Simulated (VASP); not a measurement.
# PbO2 (P4_2/mnm) in VASP: band structure with PBEsol

Aim: the band structure of PbO2 with PBEsol.

Program: VASP 6.6.1. These are calculated values, not measurements. Logs are shortened: lines on timing, memory, paths and dates and some standing lists are left out, and cuts for length are marked.

## (1) The cell of the first run

The structure is tetragonal, space group P4_2/mnm (No. 136). Conventional cell: a = 4.995 Å, b = 4.995 Å, c = 3.409 Å, α = 90.00°, β = 90.00°, γ = 90.00°. Pb (site symmetry mmm) has 6 O at 2.17 to 2.18 Å within 2.9 Å. O (site symmetry m2m) has 3 Pb at 2.17 to 2.18 Å and 1 O at 2.72 Å within 2.9 Å.

## (2) Band structure, PBEsol, non-collinear spin, zero start, spin-orbit coupling

Contents of INCAR:

```
SYSTEM = PbO2
ALGO     = Normal         ! electronic algorithm
EDIFF    = 1E-7           ! SCF threshold, eV
EFERMI   = MIDGAP       
ENCUT    = 640            ! plane-wave cutoff, eV
GGA      = PS             ! functional
GGA_COMPAT= .False.      
ISMEAR   = 0              ! smearing method
KPAR     = 4            
LASPH    = .True.         ! aspherical terms in the spheres
LCHARG   = .False.        ! write CHGCAR
LORBIT   = 11             ! projections on sites
LREAL    = .False.        ! projectors in reciprocal space
LSORBIT  = .True.         ! spin-orbit coupling
LWAVE    = .False.        ! write WAVECAR
MAGMOM   = 0 0 0 0 0 0 0 0 0 0 0 0 0 0 0 0 0 0 ! initial moments
NBANDS   = 104            ! bands
NELM     = 200            ! most SCF steps
PREC     = Accurate       ! precision mode
SIGMA    = 0.03           ! smearing width, eV
```

Contents of KPOINTS:

```
Automatic mesh
0
Gamma
  6 6 8
  0 0 0
```

Contents of KPOINTS_OPT:

```
path GXMGZRAZ,XR,MA
32
line-mode
reciprocal
 0.0000000000  0.0000000000  0.0000000000  G
 0.0000000000  0.5000000000  0.0000000000  X

 0.0000000000  0.5000000000  0.0000000000  X
 0.5000000000  0.5000000000  0.0000000000  M

 0.5000000000  0.5000000000  0.0000000000  M
 0.0000000000  0.0000000000  0.0000000000  G

 0.0000000000  0.0000000000  0.0000000000  G
 0.0000000000  0.0000000000  0.5000000000  Z

 0.0000000000  0.0000000000  0.5000000000  Z
 0.0000000000  0.5000000000  0.5000000000  R

 0.0000000000  0.5000000000  0.5000000000  R
 0.5000000000  0.5000000000  0.5000000000  A

 0.5000000000  0.5000000000  0.5000000000  A
 0.0000000000  0.0000000000  0.5000000000  Z

 0.0000000000  0.5000000000  0.0000000000  X
 0.0000000000  0.5000000000  0.5000000000  R

 0.5000000000  0.5000000000  0.0000000000  M
 0.5000000000  0.5000000000  0.5000000000  A
```

Contents of POSCAR:

```
PbO2
1.0
    4.9949598700      0.0000000000      0.0000000000
    0.0000000000      4.9949598700      0.0000000000
    0.0000000000      0.0000000000      3.4090009600
Pb O
2 4
Direct
    0.5000000000      0.5000000000      0.5000000000
    0.0000000000      0.0000000000      0.0000000000
    0.6925710400      0.6925710400      0.0000000000
    0.8074289600      0.1925710400      0.5000000000
    0.1925710400      0.8074289600      0.5000000000
    0.3074289600      0.3074289600      0.0000000000
```

Potentials or basis: VASP PAW PBE potentials, release 64 (Pb_d, O).

On the command line:

```
$ cat potpaw_PBE.64/Pb_d/POTCAR potpaw_PBE.64/O/POTCAR > POTCAR
$ mpirun -np 4 vasp_ncl > vasp.out
```

OUTCAR:

```text
SYSTEM = PbO2
   EDIFF = 1E-7
   EFERMI = MIDGAP
   ENCUT = 640
   GGA = PS
   ISMEAR = 0
   LASPH = .True.
   LORBIT = 11
   LREAL = .False.
   LSORBIT = .True.
   NELM = 200
   PREC = Accurate

 ion  position               nearest neighbor table
   1  0.500  0.500  0.500-   4 2.17   5 2.17   3 2.18   6 2.18   3 2.18   6 2.18   2 3.92   2 3.92
                             2 3.92   2 3.92   2 3.92   2 3.92   2 3.92   2 3.92
   2  0.000  0.000  0.000-   3 2.17   6 2.17   5 2.18   4 2.18   4 2.18   5 2.18   1 3.92   1 3.92
                             1 3.92   1 3.92   1 3.92   1 3.92   1 3.92   1 3.92
   3  0.693  0.693  0.000-   2 2.17   1 2.18   1 2.18
   4  0.807  0.193  0.500-   1 2.17   2 2.18   2 2.18
   5  0.193  0.807  0.500-   1 2.17   2 2.18   2 2.18
   6  0.307  0.307  0.000-   2 2.17   1 2.18   1 2.18

  LATTYP: Found a simple tetragonal cell.
 ALAT       =     4.9949598700
 C/A-ratio  =     0.6824881578

  Lattice vectors:

 A1 = (   4.9949598700,   0.0000000000,   0.0000000000)
 A2 = (   0.0000000000,   4.9949598700,   0.0000000000)
 A3 = (   0.0000000000,   0.0000000000,   3.4090009600)

Analysis of symmetry for initial positions (statically):
=====================================================================
 Subroutine PRICEL returns:
 Original cell was already a primitive cell.

 Routine SETGRP: Setting up the symmetry group for a
 simple tetragonal supercell.

 Subroutine GETGRP returns: Found 16 space group operations
 (whereof  8 operations were pure point group operations)
 out of a pool of 16 trial point group operations.

The static configuration has the point symmetry D_2h.
 The point group associated with its full space group is D_4h.

Analysis of symmetry for dynamics (positions and initial velocities):
=====================================================================
 Subroutine PRICEL returns:
 Original cell was already a primitive cell.

 Routine SETGRP: Setting up the symmetry group for a
 simple tetragonal supercell.

 Subroutine GETGRP returns: Found 16 space group operations
 (whereof  8 operations were pure point group operations)
 out of a pool of 16 trial point group operations.

The dynamic configuration has the point symmetry D_2h.
 The point group associated with its full space group is D_4h.

Analysis of structural, dynamic, and magnetic symmetry:
=====================================================================
 Subroutine PRICEL returns:
 Original cell was already a primitive cell.

 Routine SETGRP: Setting up the symmetry group for a
 simple tetragonal supercell.

 Subroutine GETGRP returns: Found 16 space group operations
 (whereof  8 operations were pure point group operations)
 out of a pool of 16 trial point group operations.

The overall configuration has the point symmetry D_2h.
 The point group associated with its full space group is D_4h.

 Subroutine INISYM returns: Found 16 space group operations
 (whereof  8 operations are pure point group operations),
 and found     1 'primitive' translations

----------------------------------------------------------------------------------------

                                     Primitive cell

  volume of cell :      85.0533

  direct lattice vectors                    reciprocal lattice vectors
     4.994959870  0.000000000  0.000000000     0.200201809  0.000000000  0.000000000
     0.000000000  4.994959870  0.000000000     0.000000000  0.200201809  0.000000000
     0.000000000  0.000000000  3.409000960     0.000000000  0.000000000  0.293341073

  length of vectors
     4.994959870  4.994959870  3.409000960     0.200201809  0.200201809  0.293341073

  position of ions in fractional coordinates (direct lattice)
     0.500000000  0.500000000  0.500000000
     0.000000000  0.000000000  0.000000000
     0.692571040  0.692571040  0.000000000
     0.807428960  0.192571040  0.500000000
     0.192571040  0.807428960  0.500000000
     0.307428960  0.307428960  0.000000000

  ion indices of the primitive-cell ions
   primitive index   ion index
                 1           1
                 2           2
                 3           3
                 4           4
                 5           5
                 6           6

[... 113 lines left out ...]
   NGX = 21   NGY = 21   NGZ = 15

 number of electron      52.0000000 magnetization       0.0000000      0.0000000      0.0000000

 number of electron      52.0000005 magnetization       0.0000000      0.0000000     -0.0000000

 number of electron      52.0000005 magnetization      -0.0000000      0.0000000     -0.0000000

 Free energy of the ion-electron system (eV)
  ---------------------------------------------------
  ext. energy  EPLUGINS =         0.00000000
  ---------------------------------------------------
  free energy    TOTEN  =       -34.79738834 eV

  energy without entropy =      -34.79730739  energy(sigma->0) =      -34.79734787

 E-fermi :   4.0525     XC(G=0): -10.8759

 val. band max:        4.0202349716   @ k =   0.0000   0.0000   0.1250
 cond. band min:       4.0916424530   @ k =   0.1667   0.0000   0.0000
 fundamental gap:      0.0714074814
 Fermi energy:         4.0524744254

 k-point     1 :       0.0000    0.0000    0.0000
  band No.  band energies     occupation
      1     -14.2314      1.00000
      2     -14.2314      1.00000
      3     -14.1903      1.00000
      4     -14.1903      1.00000
      5     -12.6530      1.00000
      6     -12.6530      1.00000
[... 1597 lines left out ...]
     63      13.1625      0.00000
     64      13.1625      0.00000

 [... further k-points ...]

 [bands above 64 left out]

------------------------ aborting loop because EDIFF is reached ----------------------------------------

  FORCE on cell =-STRESS in cart. coord.  units (eV):
  Direction    XX          YY          ZZ          XY          YZ          ZX
  --------------------------------------------------------------------------------------
  -------------------------------------------------------------------------------------
  Total        0.0113889      0.0113889      0.0014711     -0.0000000      0.0000000      0.0000000
  in kB        0.2145368      0.2145368      0.0277114     -0.0000000      0.0000000      0.0000000
  external PRESSURE =       0.1522617 kB  Pullay stress =       0.0000000 kB

 VOLUME and BASIS-vectors are now :
 -----------------------------------------------------------------------------
  energy-cutoff  :      640.00
  volume of cell :       85.05
      direct lattice vectors                 reciprocal lattice vectors
     4.994959870  0.000000000  0.000000000     0.200201809  0.000000000  0.000000000
     0.000000000  4.994959870  0.000000000     0.000000000  0.200201809  0.000000000
     0.000000000  0.000000000  3.409000960     0.000000000  0.000000000  0.293341073

 POSITION                                       TOTAL-FORCE (eV/Angst)
 -----------------------------------------------------------------------------------
      2.49748      2.49748      1.70450        -0.000000      0.000000      0.000000
      0.00000      0.00000      0.00000        -0.000000      0.000000      0.000000
      3.45936      3.45936      0.00000        -0.014609     -0.014609      0.000000
      4.03308      0.96188      1.70450         0.014609     -0.014609     -0.000000
      0.96188      4.03308      1.70450        -0.014609      0.014609      0.000000
      1.53560      1.53560      0.00000         0.014609      0.014609     -0.000000
 -----------------------------------------------------------------------------------
    total drift:                                0.000000      0.000000     -0.000000

  FREE ENERGIE OF THE ION-ELECTRON SYSTEM (eV)
  ---------------------------------------------------
  free  energy   TOTEN  =       -34.7973883437 eV

  energy  without entropy=      -34.7973073893  energy(sigma->0) =      -34.79734787

 Spin-Orbit-Coupling matrix elements

 Ion:    1  E_soc:     -0.7387174
 l=   1
     0.0000000    -0.0590649    -0.0581587
    -0.0590649     0.0000000    -0.0590649
    -0.0581587    -0.0590649     0.0000000
 l=   2
     0.0000000    -0.0126995     0.0000000    -0.0126995    -0.0516072
    -0.0126995     0.0000000    -0.0386821    -0.0127975    -0.0129510
     0.0000000    -0.0386821     0.0000000    -0.0386821     0.0000000
    -0.0126995    -0.0127975    -0.0386821     0.0000000    -0.0129510
    -0.0516072    -0.0129510     0.0000000    -0.0129510     0.0000000
 l=   3
     0.0000000     0.0000000     0.0000000     0.0000000     0.0000000     0.0000000     0.0000000
     0.0000000     0.0000000     0.0000000     0.0000000     0.0000000     0.0000000     0.0000000
     0.0000000     0.0000000     0.0000000     0.0000000     0.0000000     0.0000000     0.0000000
     0.0000000     0.0000000     0.0000000     0.0000000     0.0000000     0.0000000     0.0000000
[... 89 lines left out ...]
 l=   2
     0.0000000     0.0000000     0.0000000     0.0000000     0.0000000
     0.0000000     0.0000000     0.0000000     0.0000000     0.0000000
     0.0000000     0.0000000     0.0000000     0.0000000     0.0000000
     0.0000000     0.0000000     0.0000000     0.0000000     0.0000000
     0.0000000     0.0000000     0.0000000     0.0000000     0.0000000
 l=   3
     0.0000000     0.0000000     0.0000000     0.0000000     0.0000000     0.0000000     0.0000000
     0.0000000     0.0000000     0.0000000     0.0000000     0.0000000     0.0000000     0.0000000
     0.0000000     0.0000000     0.0000000     0.0000000     0.0000000     0.0000000     0.0000000
     0.0000000     0.0000000     0.0000000     0.0000000     0.0000000     0.0000000     0.0000000
     0.0000000     0.0000000     0.0000000     0.0000000     0.0000000     0.0000000     0.0000000
     0.0000000     0.0000000     0.0000000     0.0000000     0.0000000     0.0000000     0.0000000
     0.0000000     0.0000000     0.0000000     0.0000000     0.0000000     0.0000000     0.0000000

 total charge

# of ion       s       p       d       tot
------------------------------------------
    1        1.032   0.796  10.033  11.862
    2        1.032   0.796  10.033  11.862
    3        1.571   3.369   0.000   4.940
    4        1.571   3.369   0.000   4.940
    5        1.571   3.369   0.000   4.940
    6        1.571   3.369   0.000   4.940
--------------------------------------------------
tot          8.348  15.069  20.067  43.484

 magnetization (x)

# of ion       s       p       d       tot
------------------------------------------
    1        0.000   0.000   0.000   0.000
    2        0.000   0.000   0.000   0.000
    3        0.000   0.000   0.000   0.000
    4        0.000   0.000   0.000   0.000
    5        0.000   0.000   0.000   0.000
    6        0.000   0.000   0.000   0.000
--------------------------------------------------
tot          0.000   0.000   0.000   0.000

 magnetization (y)

# of ion       s       p       d       tot
------------------------------------------
    1        0.000   0.000   0.000   0.000
    2        0.000   0.000   0.000   0.000
    3        0.000   0.000   0.000   0.000
    4        0.000   0.000   0.000   0.000
    5        0.000   0.000   0.000   0.000
    6        0.000   0.000   0.000   0.000
--------------------------------------------------
tot          0.000   0.000   0.000   0.000

 magnetization (z)

# of ion       s       p       d       tot
------------------------------------------
    1       -0.000  -0.000   0.000  -0.000
    2        0.000  -0.000   0.000   0.000
    3        0.000   0.000   0.000   0.000
    4        0.000   0.000   0.000   0.000
    5        0.000   0.000   0.000   0.000
    6        0.000   0.000   0.000   0.000
--------------------------------------------------
tot         -0.000  -0.000   0.000  -0.000
```

Run time: 16 min. Hardware: 4 MPI ranks of Intel Xeon 6975P-C (Granite Rapids), shared host; peak memory 1.5 GiB.

What came out:

| Item | Value |
| --- | --- |
| Free energy | -34.7974 eV |
| Pressure | 0.0 GPa |
| Largest force | 0.021 eV/Å |
| Net moment | 0.00 μB per cell |
| Valence electrons inside the program's atomic spheres | Pb 11.86; O 4.94 |

Forces in eV/Å, atoms in the order of the input:
```
Pb   0.000  0.000  0.000
Pb   0.000  0.000  0.000
O   -0.015 -0.015  0.000
O    0.015 -0.015  0.000
O   -0.015  0.015  0.000
O    0.015  0.015  0.000
```

Moments on the atoms (μB; x, y, z):
```
Pb  0.00 0.00 0.00
Pb  0.00 0.00 0.00
O   0.00 0.00 0.00
O   0.00 0.00 0.00
O   0.00 0.00 0.00
O   0.00 0.00 0.00
```

Caveat: the PAW data sets were made with another functional, which shifts forces and pressure a little.
